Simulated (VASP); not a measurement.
# Ag (Im-3m) in VASP: a series of runs

Ag is run at these levels: PBE; tasks: single point.

Everything below comes from runs of VASP 6.6.1. Logs are shortened: lines on timing, memory, paths and dates and some standing lists are left out, and cuts for length are marked.

**1. The cell of the first run**

Symmetry: Im-3m, No. 229, cubic system. The conventional cell has a = 3.303 Å, b = 3.303 Å, c = 3.303 Å, α = 90.00°, β = 90.00°, γ = 90.00°. Ag (site symmetry m-3m) has 14 Ag at 2.86 to 3.30 Å within 3.8 Å.

**2. Single point, PBE**

INCAR

```
SYSTEM = Ag
PREC = Accurate ; ENCUT = 500
EDIFF = 1E-6 ; ISMEAR = -1
SIGMA = 0.1 ; LREAL = .False.
LASPH = .True. ; NELM = 120
ALGO = Normal ; ISIF = 2
LWAVE = .False. ; LCHARG = .False.
GGA = PE ; NBANDS = 12
GGA_COMPAT = .False.
```

KPOINTS

```
Automatic mesh
0
Gamma
  15 15 15
  0 0 0
```

POSCAR

```
Ag
1.0
   -1.6516693065      1.6516693065      1.6516693065
    1.6516693065     -1.6516693065      1.6516693065
    1.6516693065      1.6516693065     -1.6516693065
Ag
1
Direct
    0.0000000000      0.0000000000      0.0000000000
```

Potentials or basis: VASP PAW PBE potentials, release 64 (Ag).

The run is started by

```bash
> cat potpaw_PBE.64/Ag/POTCAR > POTCAR
> mpirun -np 1 vasp_std > vasp.out
```

OUTCAR:

```text
SYSTEM = Ag
   PREC = Accurate
   ENCUT = 500
   EDIFF = 1E-6
   ISMEAR = -1
   LREAL = .False.
   LASPH = .True.
   NELM = 120
   ISIF = 2
   GGA = PE

 ion  position               nearest neighbor table
   1  0.000  0.000  0.000-

  LATTYP: Found a body centered cubic cell.
 ALAT       =     3.3033386130

  Lattice vectors:

 A1 = (  -1.6516693065,   1.6516693065,   1.6516693065)
 A2 = (   1.6516693065,  -1.6516693065,   1.6516693065)
 A3 = (   1.6516693065,   1.6516693065,  -1.6516693065)

Analysis of symmetry for initial positions (statically):
=====================================================================
 Subroutine PRICEL returns:
 Original cell was already a primitive cell.

 Routine SETGRP: Setting up the symmetry group for a
 body centered cubic supercell.

 Subroutine GETGRP returns: Found 48 space group operations
 (whereof 48 operations were pure point group operations)
 out of a pool of 48 trial point group operations.

The static configuration has the point symmetry O_h .

Analysis of symmetry for dynamics (positions and initial velocities):
=====================================================================
 Subroutine PRICEL returns:
 Original cell was already a primitive cell.

 Routine SETGRP: Setting up the symmetry group for a
 body centered cubic supercell.

 Subroutine GETGRP returns: Found 48 space group operations
 (whereof 48 operations were pure point group operations)
 out of a pool of 48 trial point group operations.

The dynamic configuration has the point symmetry O_h .

 Subroutine INISYM returns: Found 48 space group operations
 (whereof 48 operations are pure point group operations),
 and found     1 'primitive' translations

----------------------------------------------------------------------------------------

                                     Primitive cell

  volume of cell :      18.0231

  direct lattice vectors                    reciprocal lattice vectors
    -1.651669307  1.651669307  1.651669307     0.000000000  0.302724037  0.302724037
     1.651669307 -1.651669307  1.651669307     0.302724037  0.000000000  0.302724037
     1.651669307  1.651669307 -1.651669307     0.302724037  0.302724037  0.000000000

  length of vectors
     2.860775156  2.860775156  2.860775156     0.428116439  0.428116439  0.428116439

  position of ions in fractional coordinates (direct lattice)
     0.000000000  0.000000000  0.000000000

  ion indices of the primitive-cell ions
   primitive index   ion index
                 1           1

----------------------------------------------------------------------------------------

 KPOINTS: Automatic mesh

Automatic generation of k-mesh.
 Grid dimensions read from file:
 generate k-points for:   15   15   15

 Generating k-lattice:

  Cartesian coordinates                     Fractional coordinates (reciprocal lattice)
     0.000000000  0.020181602  0.020181602     0.066666667  0.000000000  0.000000000
     0.020181602  0.000000000  0.020181602     0.000000000  0.066666667  0.000000000
     0.020181602  0.020181602  0.000000000     0.000000000  0.000000000  0.066666667

  Length of vectors
     0.028541096  0.028541096  0.028541096

  Shift w.r.t. Gamma in fractional coordinates (k-lattice)
     0.000000000  0.000000000  0.000000000

 Subroutine IBZKPT returns following result:
 ===========================================

 Found    120 irreducible k-points:

 Following reciprocal coordinates:
            Coordinates               Weight
  0.000000  0.000000  0.000000      1.000000
  0.066667  0.000000  0.000000     12.000000
  0.133333  0.000000  0.000000     12.000000
  0.200000  0.000000  0.000000     12.000000
  0.266667  0.000000  0.000000     12.000000
  0.333333  0.000000  0.000000     12.000000
[... 16 lines left out ...]
  0.333333  0.200000  0.000000     48.000000
  0.400000  0.200000  0.000000     24.000000
 [... further k-points ...]
   k-points           NKPTS =    120   k-points in BZ     NKDIM =    120   number of bands    NBANDS=     12
   number of dos      NEDOS =    301   number of ions     NIONS =      1
   total plane-waves  NPLWV =  13824
   dimension x,y,z NGX =    24 NGY =   24 NGZ =   24
   dimension x,y,z NGXF=    48 NGYF=   48 NGZF=   48
   ions per type =               1
   NGX,Y,Z   is equivalent  to a cutoff of  13.95, 13.95, 13.95 a.u.
   NGXF,Y,Z  is equivalent  to a cutoff of  27.89, 27.89, 27.89 a.u.
 SYSTEM =  Ag
   PREC   = accura    normal or accurate (medium, high low for compatibility)
   ISTART =      0    job   : 0-new  1-cont  2-samecut
   ICHARG =      2    charge: 1-file 2-atom 10-const
   ISPIN  =      1    spin polarized calculation?
   LNONCOLLINEAR =      F non collinear calculations
   LSORBIT =      F    spin-orbit coupling
   LASPH  =      T    aspherical Exc in radial PAW
   ENCUT  =  500.0 eV  36.75 Ry    6.06 a.u.   5.22  5.22  5.22*2*pi/ulx,y,z
   NELM   =    120;   NELMIN=  2; NELMDL= -5     # of ELM steps
   EDIFF  = 0.1E-05   stopping-criterion for ELM
   LREAL  =      F    real-space projection
   EDIFFG = 0.1E-04   stopping-criterion for IOM
   NSW    =      0    number of steps for IOM
   IBRION =     -1    ionic relax: 0-MD 1-quasi-New 2-CG
   NFREE  =      0    steps in history (QN), initial steepest desc. (CG)
   ISIF   =      2    stress and relaxation
   ISYM   =      2    0-nonsym 1-usesym 2-fastsym
   POTIM  = 0.5000    time-step for ionic-motion
   TEBEG  =    0.0;   TEEND  =   0.0 temperature during run
   PSTRESS=    0.0 pullay stress
   NELECT =      11.0000    total number of electrons
   NUPDOWN=      -1.0000    fix difference up-down
   EMIN   =  10.00;   EMAX   =-10.00  energy-range for DOS
   EFERMI =   0.00;   METHOD = LEGACY
   ISMEAR =    -1;   SIGMA  =   0.10  broadening in eV -4-tet -1-fermi 0-gaus
   EFERMI_NEDOS =   21; number of points for ismear=-14 and -15
   IALGO  =     38    algorithm
   IMIX   =      4    mixing-type and parameters
     AMIX     =   0.40;   BMIX     =  1.00
     AMIX_MAG =   1.60;   BMIX_MAG =  1.00
  volume/ion in A,a.u.               =      18.02       121.63
  Fermi-wavevector in a.u.,A,eV,Ry     =   1.388660  2.624187 26.237161  1.928377
  Thomas-Fermi vector in A             =   2.512765
   LORBIT       =      0    0 simple, 1 ext, 2 COOP (PROOUT), +10 PAW based schemes
   GGA     = PE    functional components
   LHFCALC =     F    Hartree Fock is set to
   AEXX    =    0.0000 exact exchange contribution
   IVDW    =     0    specifies the selected vdW correction
   LEPSILON=     F    determine dielectric tensor
   LRPA    =     F    only Hartree local field effects (RPA)
 non-spin polarized calculation
  energy-cutoff  :      500.00
  volume of cell :       18.02
 maximum number of plane-waves:       472
 NGX is ok and might be reduce to    24
   NGX = 11   NGY = 11   NGZ = 11

 number of electron      11.0000003 magnetization

 Free energy of the ion-electron system (eV)
  ---------------------------------------------------
  ext. energy  EPLUGINS =         0.00000000
  ---------------------------------------------------
  free energy    TOTEN  =        -2.69446049 eV

  energy without entropy =       -2.68540852  energy(sigma->0) =       -2.68993450

 E-fermi :   7.7124     XC(G=0): -11.8813

 val. band max:        7.6953104691   @ k =  -0.4000   0.4667   0.0667
 cond. band min:       7.7407361494   @ k =  -0.3333   0.4000   0.2000
 fundamental gap:      0.0454256803
 Fermi energy:         7.7124301699

 k-point     1 :       0.0000    0.0000    0.0000
  band No.  band energies     occupation
      1       0.3215      2.00000
      2       2.9613      2.00000
      3       2.9613      2.00000
      4       2.9613      2.00000
      5       4.1784      2.00000
      6       4.1784      2.00000
      7      25.4640      0.00000
      8      25.4640      0.00000
      9      25.4640      0.00000
     10      30.9361      0.00000
     11      30.9361      0.00000
     12      30.9361      0.00000

 k-point     2 :       0.0667    0.0000    0.0000
  band No.  band energies     occupation
      1       0.4620      2.00000
      2       2.9284      2.00000
      3       2.9671      2.00000
      4       3.0385      2.00000
      5       4.1428      2.00000
      6       4.1807      2.00000
      7      25.0578      0.00000
      8      25.4051      0.00000
      9      25.5473      0.00000
     10      29.4734      0.00000
     11      29.5028      0.00000
     12      30.0467      0.00000

 k-point     3 :       0.1333    0.0000    0.0000
  band No.  band energies     occupation
      1       0.8603      2.00000
      2       2.8367      2.00000
      3       2.9911      2.00000
      4       3.2623      2.00000
      5       4.0631      2.00000
      6       4.1884      2.00000
      7      23.6084      0.00000
      8      24.9662      0.00000
      9      25.7753      0.00000
     10      28.2068      0.00000
     11      28.3442      0.00000
     12      28.6948      0.00000

 k-point     4 :       0.2000    0.0000    0.0000
  band No.  band energies     occupation
      1       1.4021      2.00000
      2       2.7046      2.00000
      3       3.1112      2.00000
      4       3.6086      2.00000
      5       4.0003      2.00000
      6       4.2026      2.00000
      7      21.2661      0.00000
      8      23.9774      0.00000
      9      26.0902      0.00000
     10      26.5290      0.00000
     11      27.7150      0.00000
     12      29.0470      0.00000

 k-point     5 :       0.2667    0.0000    0.0000
  band No.  band energies     occupation
      1       1.7651      2.00000
      2       2.5570      2.00000
      3       3.6316      2.00000
      4       3.9953      2.00000
      5       4.0346      2.00000
      6       4.2234      2.00000
      7      18.6361      0.00000
      8      22.8597      0.00000
      9      24.8299      0.00000
     10      26.4199      0.00000
     11      27.6471      0.00000
     12      30.1414      0.00000
[... 228 lines left out ...]
      1       2.1609      2.00000
      2       2.6527      2.00000
      3       3.1297      2.00000
      4       3.9374      2.00000
      5       4.3359      2.00000
      6       5.8359      2.00000
      7      17.6590      0.00000
      8      18.2249      0.00000
      9      22.6732      0.00000
     10      26.9643      0.00000
     11      29.9184      0.00000
     12      32.4411      0.00000

 k-point    22 :       0.2667    0.2000    0.0000
  band No.  band energies     occupation
      1       2.1250      2.00000
      2       2.5622      2.00000
      3       3.3922      2.00000
      4       4.0101      2.00000
      5       4.4060      2.00000
      6       7.1597      1.99208
      7      15.3920      0.00000
      8      17.2512      0.00000
      9      22.0250      0.00000
     10      27.2813      0.00000
     11      30.1370      0.00000
     12      33.1232      0.00000

 k-point    23 :       0.3333    0.2000    0.0000
  band No.  band energies     occupation
      1       2.0594      2.00000
      2       2.4950      2.00000
      3       3.5658      2.00000
      4       4.0924      2.00000
      5       4.4912      2.00000
      6       8.6968      0.00011
      7      13.1750      0.00000
      8      16.7196      0.00000
      9      21.6079      0.00000
     10      27.5729      0.00000
     11      30.2120      0.00000
     12      33.1545      0.00000

 k-point    24 :       0.4000    0.2000    0.0000
  band No.  band energies     occupation
      1       2.0303      2.00000
      2       2.4734      2.00000
      3       3.6174      2.00000
      4       4.1221      2.00000
      5       4.5388      2.00000
      6       9.8480      0.00000
      7      11.7932      0.00000
      8      16.5346      0.00000
      9      21.4640      0.00000
     10      27.6990      0.00000
     11      30.2093      0.00000
     12      33.1376      0.00000

 [... further k-points ...]

------------------------ aborting loop because EDIFF is reached ----------------------------------------

  FORCE on cell =-STRESS in cart. coord.  units (eV):
  Direction    XX          YY          ZZ          XY          YZ          ZX
  --------------------------------------------------------------------------------------
  -------------------------------------------------------------------------------------
  Total       -0.0364253     -0.0364253     -0.0364253     -0.0000000      0.0000000      0.0000000
  in kB       -3.2380560     -3.2380560     -3.2380560     -0.0000000      0.0000000      0.0000000
  external PRESSURE =      -3.2380560 kB  Pullay stress =       0.0000000 kB

 VOLUME and BASIS-vectors are now :
 -----------------------------------------------------------------------------
  energy-cutoff  :      500.00
  volume of cell :       18.02
      direct lattice vectors                 reciprocal lattice vectors
    -1.651669307  1.651669307  1.651669307     0.000000000  0.302724037  0.302724037
     1.651669307 -1.651669307  1.651669307     0.302724037  0.000000000  0.302724037
     1.651669307  1.651669307 -1.651669307     0.302724037  0.302724037  0.000000000

 POSITION                                       TOTAL-FORCE (eV/Angst)
 -----------------------------------------------------------------------------------
      0.00000      0.00000      0.00000        -0.000000      0.000000      0.000000
 -----------------------------------------------------------------------------------
    total drift:                               -0.000000      0.000000     -0.000000

  FREE ENERGIE OF THE ION-ELECTRON SYSTEM (eV)
  ---------------------------------------------------
  free  energy   TOTEN  =        -2.6944604861 eV

  energy  without entropy=       -2.6854085169  energy(sigma->0) =       -2.68993450
```

Run time: 13 s. Hardware: 1 thread of Intel Xeon 8259CL, shared host; peak memory 0.15 GiB.

Results:

| Property | Result |
| --- | --- |
| Free energy | -2.6945 eV |
| Pressure | -0.3 GPa |

Levels at points of the mesh, in eV from the Fermi level:
| k point | band 3 | band 4 | band 5 | band 6 | band 7 | band 8 | band 9 | band 10 |
| --- | --- | --- | --- | --- | --- | --- | --- | --- |
| (0.00, 0.00, 0.00) | -4.75 | -4.75 | -3.53 | -3.53 | 17.75 | 17.75 | 17.75 | 23.22 |

**3. Single point, PBE (volume scaled by 1.04)**

INCAR

```
SYSTEM = Ag
ALGO = Normal ; EDIFF = 1E-6
ENCUT = 500 ; GGA = PE
GGA_COMPAT = .FALSE. ; ISIF = 2
ISMEAR = -1 ; LASPH = .TRUE.
LCHARG = .FALSE. ; LREAL = .FALSE.
LWAVE = .FALSE. ; NBANDS = 12
NELM = 120 ; PREC = Accurate
SIGMA = 0.1
```

KPOINTS

```
k-points
0
G
  15 15 15
  0 0 0
```

POSCAR

```
Ag
1.0
   -1.6734042898      1.6734042898      1.6734042898
    1.6734042898     -1.6734042898      1.6734042898
    1.6734042898      1.6734042898     -1.6734042898
Ag
1
Direct
    0.0000000000      0.0000000000      0.0000000000
```

Potentials or basis: VASP PAW PBE potentials, release 64 (Ag).

The run is started by

```bash
> cat potpaw_PBE.64/Ag/POTCAR > POTCAR
> mpirun -np 1 vasp_std > vasp.out
```

Wall time 15 s (1 thread of Intel Xeon 8259CL, shared host); peak memory 0.15 GiB.

Results (log left out):

- Free energy: -2.6861 eV
- Pressure: -3.4 GPa

Levels at points of the mesh, in eV from the Fermi level:
```csv
k point,band 3,band 4,band 5,band 6,band 7,band 8,band 9,band 10
"(0.00, 0.00, 0.00)",-4.62,-4.62,-3.48,-3.48,17.59,17.59,17.59,22.49
```

(Part 1 of 2 ends here.)
